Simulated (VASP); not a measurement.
BN: single point with r2SCAN

The system is BN.

```xyz
4
Lattice="2.5010 0.0000 0.0000 -1.2505 2.1659 0.0000 0.0000 0.0000 6.7367" Properties=species:S:1:pos:R:3 pbc="T T T"
B     0.0000    1.4439    1.6842
B     1.2505    0.7220    5.0525
N     0.0000    1.4439    5.0525
N     1.2505    0.7220    1.6842
```

This cell differs from its parent crystal: strain -0.0200 x Voigt [0, 0, 1, 0, 0, 0].

```json
{"Program": "VASP 6.6.1", "Task": "single point", "Functional": "r2SCAN", "Potentials or basis": "VASP PAW PBE potentials, release 64 (B, N)", "Cutoff": "520 eV", "k mesh": "12 × 12 × 4", "Occupations": "gaussian, width 0.05 eV", "Spin": "no spin polarisation"}
```

| Property | Result |
| --- | --- |
| Pressure | 0.5 GPa |
| Band gap on the k mesh | 4.90 eV, indirect (least direct gap 5.37 eV) |

Stress tensor (GPa, compression positive):
```
0.70 0.00 0.00
0.00 0.70 0.00
0.00 0.00 0.24
```

Levels at points of the mesh, in eV from the valence-band top:
| k point | band 4 | band 5 | band 6 | band 7 | band 8 | band 9 | band 10 | band 11 | band 12 | band 13 |
| --- | --- | --- | --- | --- | --- | --- | --- | --- | --- | --- |
| (0.00, 0.00, 0.00) | -4.29 | -1.35 | -1.35 | -1.31 | -1.31 | 5.53 | 10.89 | 12.34 | 12.34 | 12.45 |
| (0.50, 0.00, 0.00) | -9.21 | -4.29 | -4.23 | -1.40 | -0.47 | 4.90 | 6.28 | 10.23 | 10.72 | 13.23 |
| (0.00, 0.00, 0.50) | -5.42 | -1.33 | -1.33 | -1.33 | -1.33 | 7.95 | 7.95 | 12.39 | 12.39 | 12.39 |
| (0.50, 0.00, 0.50) | -9.25 | -4.26 | -4.26 | -0.92 | -0.92 | 5.36 | 5.36 | 10.66 | 10.66 | 14.25 |

It took 3.3 min on 1 thread of AMD EPYC 7R43 64-Core Processor (Zen 3), with other jobs on the host, peak memory 0.13 GiB.

Caveat: the cell differs from its parent crystal (strain -0.0200 x Voigt [0, 0, 1, 0, 0, 0]); the PAW data sets were made with another functional, which shifts forces and pressure a little. A k mesh can miss the band edges.
